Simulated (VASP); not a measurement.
# Al (Fd-3m) in VASP: further runs, part 2 of 2

VASP 6.6.1. The steps go on from the part before.

## Step 3: Single point, PBE (volume scaled by 0.4)

Input file INCAR:

```
SYSTEM = Al
PREC = Accurate ; ENCUT = 520
EDIFF = 1E-6 ; ISMEAR = -1
SIGMA = 0.05 ; LREAL = .FALSE.
LASPH = .TRUE. ; NELM = 60
ALGO = Normal ; ISIF = 2
LWAVE = .FALSE. ; LCHARG = .TRUE.
GGA = PE ; LELF = .TRUE.
LVHAR = .TRUE. ; NBANDS = 10
```

Input file KPOINTS:

```
regular mesh
0
G
  12 12 12
  0 0 0
```

Input file POSCAR:

```
Al
1.0
    0.0000000000      2.2288071160      2.2288071160
    2.2288071160      0.0000000000      2.2288071160
    2.2288071160      2.2288071160      0.0000000000
Al
2
Direct
   -0.1250000000     -0.1250000000     -0.1250000000
    0.1250000000      0.1250000000      0.1250000000
```

Potentials or basis: VASP PAW PBE potentials, release 64 (Al).

On the command line:

```console
$ cat potpaw_PBE.64/Al/POTCAR > POTCAR
$ mpirun -np 1 vasp_std > vasp.out
```

OUTCAR:

```text
SYSTEM = Al
   PREC = Accurate
   ENCUT = 520
   EDIFF = 1E-6
   ISMEAR = -1
   LREAL = .FALSE.
   LASPH = .TRUE.
   NELM = 60
   ISIF = 2
   GGA = PE

 ion  position               nearest neighbor table
   1  0.875  0.875  0.875-   2 1.93   2 1.93   2 1.93   2 1.93
   2  0.125  0.125  0.125-   1 1.93   1 1.93   1 1.93   1 1.93

  LATTYP: Found a face centered cubic cell.
 ALAT       =     4.4576142320

  Lattice vectors:

 A1 = (   0.0000000000,   2.2288071160,   2.2288071160)
 A2 = (   2.2288071160,   0.0000000000,   2.2288071160)
 A3 = (   2.2288071160,   2.2288071160,   0.0000000000)

Analysis of symmetry for initial positions (statically):
=====================================================================
 Subroutine PRICEL returns:
 Original cell was already a primitive cell.

 Routine SETGRP: Setting up the symmetry group for a
 face centered cubic supercell.

 Subroutine GETGRP returns: Found 48 space group operations
 (whereof 12 operations were pure point group operations)
 out of a pool of 48 trial point group operations.

The static configuration has the point symmetry D_3d.
 The point group associated with its full space group is O_h .

Analysis of symmetry for dynamics (positions and initial velocities):
=====================================================================
 Subroutine PRICEL returns:
 Original cell was already a primitive cell.

 Routine SETGRP: Setting up the symmetry group for a
 face centered cubic supercell.

 Subroutine GETGRP returns: Found 48 space group operations
 (whereof 12 operations were pure point group operations)
 out of a pool of 48 trial point group operations.

The dynamic configuration has the point symmetry D_3d.
 The point group associated with its full space group is O_h .

 Subroutine INISYM returns: Found 48 space group operations
 (whereof 12 operations are pure point group operations),
 and found     1 'primitive' translations

----------------------------------------------------------------------------------------

                                     Primitive cell

  volume of cell :      22.1436

  direct lattice vectors                    reciprocal lattice vectors
     0.000000000  2.228807116  2.228807116    -0.224335249  0.224335249  0.224335249
     2.228807116  0.000000000  2.228807116     0.224335249 -0.224335249  0.224335249
     2.228807116  2.228807116  0.000000000     0.224335249  0.224335249 -0.224335249

  length of vectors
     3.152009251  3.152009251  3.152009251     0.388560050  0.388560050  0.388560050

  position of ions in fractional coordinates (direct lattice)
     0.875000000  0.875000000  0.875000000
     0.125000000  0.125000000  0.125000000

  ion indices of the primitive-cell ions
   primitive index   ion index
                 1           1
                 2           2

----------------------------------------------------------------------------------------

 KPOINTS: regular mesh

Automatic generation of k-mesh.
 Grid dimensions read from file:
 generate k-points for:   12   12   12

 Generating k-lattice:

  Cartesian coordinates                     Fractional coordinates (reciprocal lattice)
    -0.018694604  0.018694604  0.018694604     0.083333333  0.000000000  0.000000000
     0.018694604 -0.018694604  0.018694604     0.000000000  0.083333333  0.000000000
     0.018694604  0.018694604 -0.018694604     0.000000000  0.000000000  0.083333333

  Length of vectors
     0.032380004  0.032380004  0.032380004

  Shift w.r.t. Gamma in fractional coordinates (k-lattice)
     0.000000000  0.000000000  0.000000000

 Subroutine IBZKPT returns following result:
 ===========================================

 Found     72 irreducible k-points:

 Following reciprocal coordinates:
            Coordinates               Weight
  0.000000  0.000000  0.000000      1.000000
  0.083333  0.000000  0.000000      8.000000
  0.166667  0.000000  0.000000      8.000000
  0.250000  0.000000  0.000000      8.000000
  0.333333  0.000000  0.000000      8.000000
  0.416667  0.000000  0.000000      8.000000
[... 16 lines left out ...]
  0.500000  0.166667  0.000000     24.000000
 -0.416667  0.166667  0.000000     24.000000
 [... further k-points ...]
   k-points           NKPTS =     72   k-points in BZ     NKDIM =     72   number of bands    NBANDS=     10
   number of dos      NEDOS =    301   number of ions     NIONS =      2
   total plane-waves  NPLWV =  13824
   dimension x,y,z NGX =    24 NGY =   24 NGZ =   24
   dimension x,y,z NGXF=    48 NGYF=   48 NGZF=   48
   ions per type =               2
   NGX,Y,Z   is equivalent  to a cutoff of  12.66, 12.66, 12.66 a.u.
   NGXF,Y,Z  is equivalent  to a cutoff of  25.32, 25.32, 25.32 a.u.
 SYSTEM =  Al
   PREC   = accura    normal or accurate (medium, high low for compatibility)
   ISTART =      0    job   : 0-new  1-cont  2-samecut
   ICHARG =      2    charge: 1-file 2-atom 10-const
   ISPIN  =      1    spin polarized calculation?
   LNONCOLLINEAR =      F non collinear calculations
   LSORBIT =      F    spin-orbit coupling
   LASPH  =      T    aspherical Exc in radial PAW
   ENCUT  =  520.0 eV  38.22 Ry    6.18 a.u.   5.86  5.86  5.86*2*pi/ulx,y,z
   NELM   =     60;   NELMIN=  2; NELMDL= -5     # of ELM steps
   EDIFF  = 0.1E-05   stopping-criterion for ELM
   LREAL  =      F    real-space projection
   EDIFFG = 0.1E-04   stopping-criterion for IOM
   NSW    =      0    number of steps for IOM
   IBRION =     -1    ionic relax: 0-MD 1-quasi-New 2-CG
   NFREE  =      0    steps in history (QN), initial steepest desc. (CG)
   ISIF   =      2    stress and relaxation
   ISYM   =      2    0-nonsym 1-usesym 2-fastsym
   POTIM  = 0.5000    time-step for ionic-motion
   TEBEG  =    0.0;   TEEND  =   0.0 temperature during run
   PSTRESS=    0.0 pullay stress
   NELECT =       6.0000    total number of electrons
   NUPDOWN=      -1.0000    fix difference up-down
   EMIN   =  10.00;   EMAX   =-10.00  energy-range for DOS
   EFERMI =   0.00;   METHOD = LEGACY
   ISMEAR =    -1;   SIGMA  =   0.05  broadening in eV -4-tet -1-fermi 0-gaus
   EFERMI_NEDOS =   21; number of points for ismear=-14 and -15
   IALGO  =     38    algorithm
   IMIX   =      4    mixing-type and parameters
     AMIX     =   0.40;   BMIX     =  1.00
     AMIX_MAG =   1.60;   BMIX_MAG =  1.00
  volume/ion in A,a.u.               =      11.07        74.72
  Fermi-wavevector in a.u.,A,eV,Ry     =   1.059358  2.001896 15.268995  1.122239
  Thomas-Fermi vector in A             =   2.194701
   LORBIT       =      0    0 simple, 1 ext, 2 COOP (PROOUT), +10 PAW based schemes
   GGA     = PE    functional components
   LHFCALC =     F    Hartree Fock is set to
   AEXX    =    0.0000 exact exchange contribution
   IVDW    =     0    specifies the selected vdW correction
   LEPSILON=     F    determine dielectric tensor
   LRPA    =     F    only Hartree local field effects (RPA)
 non-spin polarized calculation
  energy-cutoff  :      520.00
  volume of cell :       22.14
 maximum number of plane-waves:       609
   NGX = 11   NGY = 11   NGZ = 11

 number of electron       6.0000000 magnetization

 Free energy of the ion-electron system (eV)
  ---------------------------------------------------
  ext. energy  EPLUGINS =         0.00000000
  ---------------------------------------------------
  free energy    TOTEN  =         3.54357716 eV

  energy without entropy =        3.54808650  energy(sigma->0) =        3.54583183

 E-fermi :  12.1819     XC(G=0): -11.6084

 val. band max:       12.1734125395   @ k =  -0.4167   0.3333   0.0000
 cond. band min:      12.2022462529   @ k =   0.2500   0.1667   0.0000
 fundamental gap:      0.0288337134
 Fermi energy:        12.1818594167

 k-point     1 :       0.0000    0.0000    0.0000
  band No.  band energies     occupation
      1      -1.3160      2.00000
      2      16.4536      0.00000
      3      16.4536      0.00000
      4      16.4536      0.00000
      5      17.9312      0.00000
      6      17.9312      0.00000
      7      17.9312      0.00000
      8      21.8081      0.00000
      9      21.8081      0.00000
     10      26.4846      0.00000
[... 287 lines left out ...]
 k-point    24 :      -0.4167    0.1667    0.0000
  band No.  band energies     occupation
      1       3.9308      2.00000
      2       5.2341      2.00000
      3      11.6152      1.99998
      4      13.7418      0.00000
      5      16.1943      0.00000
      6      18.9989      0.00000
      7      21.6097      0.00000
      8      24.9086      0.00000
      9      25.0422      0.00000
     10      25.6612      0.00000

 [... further k-points ...]

------------------------ aborting loop because EDIFF is reached ----------------------------------------

  FORCE on cell =-STRESS in cart. coord.  units (eV):
  Direction    XX          YY          ZZ          XY          YZ          ZX
  --------------------------------------------------------------------------------------
  -------------------------------------------------------------------------------------
  Total       26.0352838     26.0352838     26.0352838     -0.0000000     -0.0000000     -0.0000000
  in kB     1883.7594544   1883.7594544   1883.7594544     -0.0000000     -0.0000000     -0.0000000
  external PRESSURE =    1883.7594544 kB  Pullay stress =       0.0000000 kB

 VOLUME and BASIS-vectors are now :
 -----------------------------------------------------------------------------
  energy-cutoff  :      520.00
  volume of cell :       22.14
      direct lattice vectors                 reciprocal lattice vectors
     0.000000000  2.228807116  2.228807116    -0.224335249  0.224335249  0.224335249
     2.228807116  0.000000000  2.228807116     0.224335249 -0.224335249  0.224335249
     2.228807116  2.228807116  0.000000000     0.224335249  0.224335249 -0.224335249

 POSITION                                       TOTAL-FORCE (eV/Angst)
 -----------------------------------------------------------------------------------
      3.90041      3.90041      3.90041        -0.000000     -0.000000     -0.000000
      0.55720      0.55720      0.55720         0.000000      0.000000      0.000000
 -----------------------------------------------------------------------------------
    total drift:                                0.000000      0.000000     -0.000000

  FREE ENERGIE OF THE ION-ELECTRON SYSTEM (eV)
  ---------------------------------------------------
  free  energy   TOTEN  =         3.5435771634 eV

  energy  without entropy=        3.5480865013  energy(sigma->0) =        3.54583183
```

It took 11 s on 1 thread of Intel Xeon 8259CL, shared host; peak memory 0.14 GiB.

Results:

```yaml
Free_energy: 3.5436 eV
Pressure: 188.4 GPa
Band_gap_on_the_k_mesh: zero (band 3 reaches 16.45 eV, above the bottom of band 4 at 7.80 eV)
```

Levels at points of the mesh, in eV from the Fermi level:
```csv
k point,band 1,band 2,band 3,band 4,band 5,band 6,band 7,band 8
"(0.00, 0.00, 0.00)",-13.50,4.27,4.27,4.27,5.75,5.75,5.75,9.63
"(0.50, 0.00, 0.00)",-8.45,-7.80,2.91,2.91,4.53,4.53,7.83,9.77
"(0.50, 0.50, 0.00)",-6.43,-6.43,-0.77,-0.77,1.46,1.46,15.71,15.71
```

## Step 4: Single point, PBE (volume scaled by 0.4)

Input file INCAR:

```
  PREC = Accurate
  ENCUT = 520
  EDIFF = 1E-6
  ISMEAR = -1
  SIGMA = 0.05
  LREAL = F
  LASPH = T
  NELM = 80
  ALGO = Normal
  ISIF = 2
  LWAVE = F
  LCHARG = T
  GGA = PE
  LELF = T
  LVHAR = T
  NBANDS = 10
```

Input file KPOINTS:

```
Automatic mesh
0
Gamma
  12 12 12
```

POSCAR is that of step 3.

Potentials or basis: VASP PAW PBE potentials, release 64 (Al).

On the command line:

```console
$ cat potpaw_PBE.64/Al/POTCAR > POTCAR
$ mpirun -np 1 vasp_std > vasp.out
```

OUTCAR:

```text
PREC = Accurate
   ENCUT = 520
   EDIFF = 1E-6
   ISMEAR = -1
   LREAL = F
   LASPH = T
   NELM = 80
   ISIF = 2
   GGA = PE

 ion  position               nearest neighbor table
   1  0.875  0.875  0.875-   2 1.93   2 1.93   2 1.93   2 1.93
   2  0.125  0.125  0.125-   1 1.93   1 1.93   1 1.93   1 1.93

  LATTYP: Found a face centered cubic cell.
 ALAT       =     4.4576142320

  Lattice vectors:

 A1 = (   0.0000000000,   2.2288071160,   2.2288071160)
 A2 = (   2.2288071160,   0.0000000000,   2.2288071160)
 A3 = (   2.2288071160,   2.2288071160,   0.0000000000)

Analysis of symmetry for initial positions (statically):
=====================================================================
 Subroutine PRICEL returns:
 Original cell was already a primitive cell.

 Routine SETGRP: Setting up the symmetry group for a
 face centered cubic supercell.

 Subroutine GETGRP returns: Found 48 space group operations
 (whereof 12 operations were pure point group operations)
 out of a pool of 48 trial point group operations.

The static configuration has the point symmetry D_3d.
 The point group associated with its full space group is O_h .

Analysis of symmetry for dynamics (positions and initial velocities):
=====================================================================
 Subroutine PRICEL returns:
 Original cell was already a primitive cell.

 Routine SETGRP: Setting up the symmetry group for a
 face centered cubic supercell.

 Subroutine GETGRP returns: Found 48 space group operations
 (whereof 12 operations were pure point group operations)
 out of a pool of 48 trial point group operations.

The dynamic configuration has the point symmetry D_3d.
 The point group associated with its full space group is O_h .

 Subroutine INISYM returns: Found 48 space group operations
[... 119 lines left out ...]
  Fermi-wavevector in a.u.,A,eV,Ry     =   1.059358  2.001896 15.268995  1.122239
  Thomas-Fermi vector in A             =   2.194701
   LORBIT       =      0    0 simple, 1 ext, 2 COOP (PROOUT), +10 PAW based schemes
   GGA     = PE    functional components
   LHFCALC =     F    Hartree Fock is set to
   AEXX    =    0.0000 exact exchange contribution
   IVDW    =     0    specifies the selected vdW correction
   LEPSILON=     F    determine dielectric tensor
   LRPA    =     F    only Hartree local field effects (RPA)
 non-spin polarized calculation
  energy-cutoff  :      520.00
  volume of cell :       22.14
 maximum number of plane-waves:       609
   NGX = 11   NGY = 11   NGZ = 11

 number of electron       6.0000000 magnetization

 Free energy of the ion-electron system (eV)
  ---------------------------------------------------
  ext. energy  EPLUGINS =         0.00000000
  ---------------------------------------------------
  free energy    TOTEN  =         3.54357716 eV

  energy without entropy =        3.54808650  energy(sigma->0) =        3.54583183

 E-fermi :  12.1819     XC(G=0): -11.6084

 val. band max:       12.1734125395   @ k =  -0.4167   0.3333   0.0000
 cond. band min:      12.2022462529   @ k =   0.2500   0.1667   0.0000
 fundamental gap:      0.0288337134
 Fermi energy:        12.1818594167

 k-point     1 :       0.0000    0.0000    0.0000
  band No.  band energies     occupation
      1      -1.3160      2.00000
      2      16.4536      0.00000
      3      16.4536      0.00000
      4      16.4536      0.00000
      5      17.9312      0.00000
      6      17.9312      0.00000
      7      17.9312      0.00000
      8      21.8081      0.00000
      9      21.8081      0.00000
     10      26.4846      0.00000
[... 287 lines left out ...]
 k-point    24 :      -0.4167    0.1667    0.0000
  band No.  band energies     occupation
      1       3.9308      2.00000
      2       5.2341      2.00000
      3      11.6152      1.99998
      4      13.7418      0.00000
      5      16.1943      0.00000
      6      18.9989      0.00000
      7      21.6097      0.00000
      8      24.9086      0.00000
      9      25.0422      0.00000
     10      25.6612      0.00000

 [... further k-points ...]

------------------------ aborting loop because EDIFF is reached ----------------------------------------

  FORCE on cell =-STRESS in cart. coord.  units (eV):
  Direction    XX          YY          ZZ          XY          YZ          ZX
  --------------------------------------------------------------------------------------
  -------------------------------------------------------------------------------------
  Total       26.0352838     26.0352838     26.0352838     -0.0000000     -0.0000000     -0.0000000
  in kB     1883.7594544   1883.7594544   1883.7594544     -0.0000000     -0.0000000     -0.0000000
  external PRESSURE =    1883.7594544 kB  Pullay stress =       0.0000000 kB

 VOLUME and BASIS-vectors are now :
 -----------------------------------------------------------------------------
  energy-cutoff  :      520.00
  volume of cell :       22.14
      direct lattice vectors                 reciprocal lattice vectors
     0.000000000  2.228807116  2.228807116    -0.224335249  0.224335249  0.224335249
     2.228807116  0.000000000  2.228807116     0.224335249 -0.224335249  0.224335249
     2.228807116  2.228807116  0.000000000     0.224335249  0.224335249 -0.224335249

 POSITION                                       TOTAL-FORCE (eV/Angst)
 -----------------------------------------------------------------------------------
      3.90041      3.90041      3.90041        -0.000000     -0.000000     -0.000000
      0.55720      0.55720      0.55720         0.000000      0.000000      0.000000
 -----------------------------------------------------------------------------------
    total drift:                                0.000000      0.000000     -0.000000

  FREE ENERGIE OF THE ION-ELECTRON SYSTEM (eV)
  ---------------------------------------------------
  free  energy   TOTEN  =         3.5435771634 eV

  energy  without entropy=        3.5480865013  energy(sigma->0) =        3.54583183
```

OSZICAR:

```text
N       E                     dE             d eps       ncg     rms          rms(c)
DAV:   1     0.124520812555E+02    0.12452E+02   -0.25137E+03  1440   0.498E+02
DAV:   2     0.345183878199E+01   -0.90002E+01   -0.86883E+01  1912   0.633E+01
DAV:   3     0.329146994061E+01   -0.16037E+00   -0.15993E+00  1780   0.744E+00
DAV:   4     0.329063330575E+01   -0.83663E-03   -0.83660E-03  1634   0.576E-01
DAV:   5     0.329062448293E+01   -0.88228E-05   -0.88228E-05  1720   0.579E-02    0.381E+00
DAV:   6     0.346039881370E+01    0.16977E+00   -0.31003E-02  1524   0.110E+00    0.233E+00
DAV:   7     0.354335042408E+01    0.82952E-01   -0.53466E-02  1508   0.162E+00    0.454E-01
DAV:   8     0.354342962260E+01    0.79199E-04   -0.19867E-03  1582   0.281E-01    0.321E-01
DAV:   9     0.354357637194E+01    0.14675E-03   -0.27730E-04  1578   0.874E-02    0.105E-02
DAV:  10     0.354357288165E+01   -0.34903E-05   -0.51543E-06  1746   0.166E-02    0.451E-03
DAV:  11     0.354357773724E+01    0.48556E-05   -0.42683E-07   802   0.521E-03    0.198E-03
DAV:  12     0.354357716337E+01   -0.57387E-06   -0.41103E-08   766   0.114E-03
   1 F= 0.35435772E+01 E0= 0.35458318E+01  d E =-.450934E-02
```

Wall time 12 s (1 thread of Intel Xeon 8259CL, shared host); peak memory 0.14 GiB.

What came out:

```yaml
Free_energy: 3.5436 eV
Pressure: 188.4 GPa
Band_gap_on_the_k_mesh: zero (band 3 reaches 16.45 eV, above the bottom of band 4 at 7.80 eV)
```

## Step 5: Single point, PBE (volume scaled by 0.5)

Input file INCAR:

```
SYSTEM = Al
ALGO = Normal
EDIFF = 1E-7
ENCUT = 520
GGA = PE
ISIF = 2
ISMEAR = -1
LASPH = .TRUE.
LCHARG = .TRUE.
LELF = .TRUE.
LREAL = .FALSE.
LVHAR = .TRUE.
LWAVE = .FALSE.
NBANDS = 10
NELM = 100
PREC = Accurate
SIGMA = 0.05
```

Input file KPOINTS:

```
k-points
0
G
  12 12 12
  0 0 0
```

Input file POSCAR:

```
Al
1.0
    0.0000000000      2.4009096840      2.4009096840
    2.4009096840      0.0000000000      2.4009096840
    2.4009096840      2.4009096840      0.0000000000
Al
2
Direct
   -0.1250000000     -0.1250000000     -0.1250000000
    0.1250000000      0.1250000000      0.1250000000
```

On the command line:

```console
$ cat potpaw_PBE.64/Al/POTCAR > POTCAR
$ mpirun -np 1 vasp_std > vasp.out
```

Run time: 32 s. Hardware: 1 thread of Intel Xeon 8259CL, shared host; peak memory 0.16 GiB.

Results (log left out):

- Free energy: -1.1828 eV
- Pressure: 96.6 GPa
- Band gap on the k mesh: zero (band 3 reaches 12.74 eV, above the bottom of band 4 at 5.73 eV)

Levels at points of the mesh, in eV from the Fermi level:
```csv
k point,band 1,band 2,band 3,band 4,band 5,band 6
"(0.00, 0.00, 0.00)",-11.76,3.65,3.65,3.65,5.31,5.31
"(0.50, 0.00, 0.00)",-7.70,-6.50,2.25,2.25,4.71,4.71
"(0.50, 0.50, 0.00)",-5.71,-5.71,-0.71,-0.71,1.69,1.69
```

## Step 6: The runs side by side

```csv
cell,gap on the mesh (eV),pressure (GPa)
"a = 4.278 Å, angles 60.0°, 2 atoms",none,0.0
"a = 3.152 Å, angles 60.0°, 2 atoms",none,188.4
"a = 3.395 Å, angles 60.0°, 2 atoms",none,96.6
```

Alike in all rows: task single point; level PBE; potentials or basis VASP PAW PBE potentials, release 64 (Al); no spin polarisation; k mesh 12 × 12 × 12; cutoff (eV) 520; smearing fermi-dirac 0.05 eV.

Total energies depend on the potentials used, so only differences within one code and one set of settings carry meaning.
